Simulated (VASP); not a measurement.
# Ge3Pd (Pm-3m) in VASP: notebook, part 2 of 2

VASP 6.6.1. Earlier steps stand in the parts before.

### 3 Relaxation of cell and atoms, PBEsol, target pressure 5 GPa, at which the enthalpy is minimised

INCAR

```
SYSTEM = Ge3Pd
PREC     = Accurate       ! precision mode
ENCUT    = 600            ! plane-wave cutoff, eV
EDIFF    = 1E-6           ! SCF threshold, eV
ISMEAR   = -1             ! smearing method
SIGMA    = 0.05           ! smearing width, eV
LREAL    = .False.        ! projectors in reciprocal space
LASPH    = .True.         ! aspherical terms in the spheres
NELM     = 100            ! most SCF steps
ALGO     = Normal         ! electronic algorithm
ISIF     = 3              ! what is computed and relaxed
LWAVE    = .False.        ! write WAVECAR
LCHARG   = .False.        ! write CHGCAR
GGA      = PS             ! functional
IBRION   = 2              ! ionic algorithm
NSW      = 80             ! ionic steps
EDIFFG   = -0.01          ! ionic threshold
PSTRESS  = 50.0
```

KPOINTS

```
regular mesh
0
Gamma
  7 7 7
  0 0 0
```

POSCAR

```
Ge3Pd
1.0
    4.1420230000      0.0000000000      0.0000000000
    0.0000000000      4.1420230000      0.0000000000
    0.0000000000      0.0000000000      4.1420230000
Pd Ge
1 3
Direct
    0.0000000000      0.0000000000      0.0000000000
    0.5000000000      0.5000000000      0.0000000000
    0.5000000000      0.0000000000      0.5000000000
    0.0000000000      0.5000000000      0.5000000000
```

Potentials or basis: VASP PAW PBE potentials, release 64 (Pd, Ge_d).

On the command line:

```sh
> cat potpaw_PBE.64/Pd/POTCAR potpaw_PBE.64/Ge_d/POTCAR > POTCAR
> mpirun -np 1 vasp_std > vasp.out
```

OUTCAR:

```text
SYSTEM = Ge3Pd
   PREC = Accurate
   ENCUT = 600
   EDIFF = 1E-6
   ISMEAR = -1
   LREAL = .False.
   LASPH = .True.
   NELM = 100
   ISIF = 3
   GGA = PS
   IBRION = 2
   NSW = 80
   EDIFFG = -0.01
   PSTRESS = 50.0

 ion  position               nearest neighbor table
   1  0.000  0.000  0.000-   2 2.93   3 2.93   4 2.93   3 2.93   4 2.93   2 2.93   4 2.93   4 2.93
                             2 2.93   3 2.93   3 2.93   2 2.93
   2  0.500  0.500  0.000-   1 2.93   1 2.93   1 2.93   1 2.93
   3  0.500  0.000  0.500-   1 2.93   1 2.93   1 2.93   1 2.93
   4  0.000  0.500  0.500-   1 2.93   1 2.93   1 2.93   1 2.93

  LATTYP: Found a simple cubic cell.
 ALAT       =     4.1420230000

  Lattice vectors:

 A1 = (   4.1420230000,   0.0000000000,   0.0000000000)
 A2 = (   0.0000000000,   4.1420230000,   0.0000000000)
 A3 = (   0.0000000000,   0.0000000000,   4.1420230000)

Analysis of symmetry for initial positions (statically):
=====================================================================
 Subroutine PRICEL returns:
 Original cell was already a primitive cell.

 Routine SETGRP: Setting up the symmetry group for a
 simple cubic supercell.

[... 150 lines left out ...]
  energy-cutoff  :      600.00
  volume of cell :       71.06
 maximum number of plane-waves:      2392
 NGX is ok and might be reduce to    36
   NGX = 17   NGY = 17   NGZ = 17

--------------------------------------- Ionic step        1  -------------------------------------------

 number of electron      52.0000050 magnetization

 Free energy of the ion-electron system (eV)
  ---------------------------------------------------
  ext. energy  EPLUGINS =         0.00000000
  ---------------------------------------------------
  free energy    TOTEN  =       -20.57506198 eV

  energy without entropy =      -20.55752756  energy(sigma->0) =      -20.56629477

------------------------ aborting loop because EDIFF is reached ----------------------------------------

  FORCE on cell =-STRESS in cart. coord.  units (eV):
  Direction    XX          YY          ZZ          XY          YZ          ZX
  --------------------------------------------------------------------------------------
  -------------------------------------------------------------------------------------
  Total       -2.0850738     -2.0850738     -2.0850738      0.0000000      0.0000000     -0.0000000
  in kB      -47.0104601    -47.0104601    -47.0104601      0.0000000      0.0000000     -0.0000000
  external PRESSURE =     -97.0104601 kB  Pullay stress =      50.0000000 kB
[... 67 lines left out ...]
--------------------------------------- Ionic step        3  -------------------------------------------

 number of electron      51.9999975 magnetization

 Free energy of the ion-electron system (eV)
  ---------------------------------------------------
  ext. energy  EPLUGINS =         0.00000000
  ---------------------------------------------------
  free energy    TOTEN  =       -20.58817950 eV

  energy without entropy =      -20.57478463  energy(sigma->0) =      -20.58148206

 E-fermi :   8.6495     XC(G=0): -12.3714

 val. band max:        8.6472463284   @ k =   0.4286   0.4286   0.1429
 cond. band min:       8.6910273771   @ k =   0.4286   0.4286   0.4286
 fundamental gap:      0.0437810486
 Fermi energy:         8.6494993887

 k-point     1 :       0.0000    0.0000    0.0000
  band No.  band energies     occupation
      1     -16.1522      2.00000
      2     -16.1522      2.00000
      3     -16.1522      2.00000
      4     -16.1391      2.00000
      5     -16.0736      2.00000
      6     -16.0736      2.00000
[... 704 lines left out ...]
  energy  without entropy=      -20.5747846291  energy(sigma->0) =      -20.58148206

  enthalpy is  TOTEN    =       -18.5708743121 eV   P V=        2.0173051864

 reached required accuracy - stopping structural energy minimisation
```

Run time: 3.3 min. Hardware: 1 thread of Intel Xeon 8259CL, shared host; peak memory 0.24 GiB.

What came out:

```yaml
Free_energy: -20.5882 eV
Relaxed_volume: 16.16 Å³/atom
Relaxed_cell: a = 4.013 Å, b = 4.013 Å, c = 4.013 Å, α = 90.00°, β = 90.00°, γ = 90.00°
Space_group_after_relaxing_to_0.05_Å: Pm-3m (No. 221)
Energy_change_on_relaxing_the_enthalpy_is_what_falls: -3.3 meV/atom
Ionic_steps: 3
Pressure_after_relaxing: 4.9 GPa
Band_gap_on_the_k_mesh: zero (band 26 reaches 8.95 eV, above the bottom of band 27 at 7.12 eV)
```

The path:
```tsv
step	energy change (eV)	largest force (eV/Å)	pressure (GPa)	volume (Å³)
1	0.0000	0.0000	-4.70	71.06
2	0.2275	0.0000	14.71	60.56
3	-0.0131	0.0000	4.92	64.64
```

Final structure:
```
CELL_PARAMETERS angstrom
4.01332 0.00000 0.00000
0.00000 4.01332 0.00000
0.00000 0.00000 4.01332
ATOMIC_POSITIONS crystal
Pd 0.00000 0.00000 0.00000
Ge 0.50000 0.50000 0.00000
Ge 0.50000 0.00000 0.50000
Ge 0.00000 0.50000 0.50000
```

Caveat: the cell is relaxed towards a set pressure, so the enthalpy falls and the energy may rise; the PAW data sets were made with another functional, which shifts forces and pressure a little.

### 4 Single point, PBEsol

INCAR

```
SYSTEM = Ge3Pd
PREC = Accurate ; ENCUT = 520
EDIFF = 1E-6 ; ISMEAR = -1
SIGMA = 0.05 ; LREAL = .FALSE.
LASPH = .TRUE. ; NELM = 60
ALGO = Normal ; ISIF = 2
LWAVE = .FALSE. ; LCHARG = .TRUE.
GGA = PS ; LELF = .TRUE.
LVHAR = .TRUE. ; NBANDS = 34
```

KPOINTS

```
Automatic mesh
0
G
  7 7 7
  0 0 0
```

POSCAR is that of step 3.

On the command line:

```sh
> cat potpaw_PBE.64/Pd/POTCAR potpaw_PBE.64/Ge_d/POTCAR > POTCAR
> mpirun -np 1 vasp_std > vasp.out
```

It took 55 s on 1 thread of Intel Xeon 8259CL, shared host; peak memory 0.2 GiB.

It converged, with:

```
Free energy            : -20.5748 eV
Pressure               : -4.6 GPa
Band gap on the k mesh : zero (band 26 reaches 7.51 eV, above the bottom of band 27 at 5.98 eV)
```

Levels at points of the mesh, in eV from the Fermi level:
| k point | band 23 | band 24 | band 25 | band 26 | band 27 | band 28 | band 29 | band 30 |
| --- | --- | --- | --- | --- | --- | --- | --- | --- |
| (0.00, 0.00, 0.00) | -2.65 | -2.65 | -1.56 | -1.56 | 0.82 | 2.98 | 2.98 | 2.98 |

Caveat: the PAW data sets were made with another functional, which shifts forces and pressure a little.

### 5 Single point, PBE

INCAR

```
SYSTEM = Ge3Pd
PREC     = Accurate       ! precision mode
ENCUT    = 520            ! plane-wave cutoff, eV
EDIFF    = 1E-6           ! SCF threshold, eV
ISMEAR   = -1             ! smearing method
SIGMA    = 0.05           ! smearing width, eV
LREAL    = .False.        ! projectors in reciprocal space
LASPH    = .True.         ! aspherical terms in the spheres
NELM     = 80             ! most SCF steps
ALGO     = Normal         ! electronic algorithm
ISIF     = 2              ! what is computed and relaxed
LWAVE    = .False.        ! write WAVECAR
LCHARG   = .False.        ! write CHGCAR
GGA      = PE             ! functional
NBANDS   = 34             ! bands
```

KPOINTS

```
Automatic mesh
0
Gamma
  4 4 4
  0 0 0
```

POSCAR is that of step 4.

On the command line:

```sh
> cat potpaw_PBE.64/Pd/POTCAR potpaw_PBE.64/Ge_d/POTCAR > POTCAR
> mpirun -np 1 vasp_std > vasp.out
```

It took 17 s on 1 thread of Intel Xeon Platinum 8488C (Sapphire Rapids), shared host; peak memory 0.18 GiB.

The run converged. Its results:

| Property | Result |
| --- | --- |
| Free energy | -18.3698 eV |
| Pressure | -0.3 GPa |
| Band gap on the k mesh | zero (band 26 reaches 7.71 eV, above the bottom of band 27 at 5.94 eV) |

Levels at points of the mesh, in eV from the Fermi level:
| k point | band 22 | band 23 | band 24 | band 25 | band 26 | band 27 | band 28 | band 29 | band 30 | band 31 |
| --- | --- | --- | --- | --- | --- | --- | --- | --- | --- | --- |
| (0.00, 0.00, 0.00) | -2.73 | -2.73 | -2.73 | -1.65 | -1.65 | 0.83 | 2.94 | 2.94 | 2.94 | 5.59 |
| (0.50, 0.00, 0.00) | -2.69 | -2.47 | -0.35 | -0.35 | -0.07 | -0.07 | 0.30 | 0.81 | 2.63 | 5.83 |
| (0.50, 0.50, 0.00) | -2.46 | -2.18 | -2.14 | -0.18 | 0.07 | 0.92 | 0.92 | 2.38 | 2.38 | 5.08 |
| (0.50, 0.50, 0.50) | -4.40 | -2.38 | -2.38 | -1.66 | -1.66 | -1.66 | -0.36 | 7.42 | 7.42 | 7.50 |

Caveat: the k points lie up to 0.38 Å⁻¹ apart.

### 6 The runs side by side

```tsv
task	level	cell	k mesh	cutoff (eV)	gap on the mesh (eV)	pressure (GPa)
relaxation of cell and atoms	PBEsol	relaxed	7 × 7 × 7	600	none	0.0
relaxation of cell and atoms	PBEsol	relaxed to 5 GPa	7 × 7 × 7	600	none	4.9
single point	PBEsol	as given	7 × 7 × 7	520	none	-4.6
single point	PBE	as given	4 × 4 × 4	520	none	-0.3
```

Alike in all rows: potentials or basis VASP PAW PBE potentials, release 64 (Pd, Ge_d); no spin polarisation; smearing fermi-dirac 0.05 eV.

Caveats: some runs use coarse meshes; the PAW data sets were made with another functional, which shifts forces and pressure a little (some runs); the cell is relaxed towards a set pressure, so the enthalpy falls and the energy may rise (some runs).

Total energies depend on the potentials used, so only differences within one code and one set of settings carry meaning.
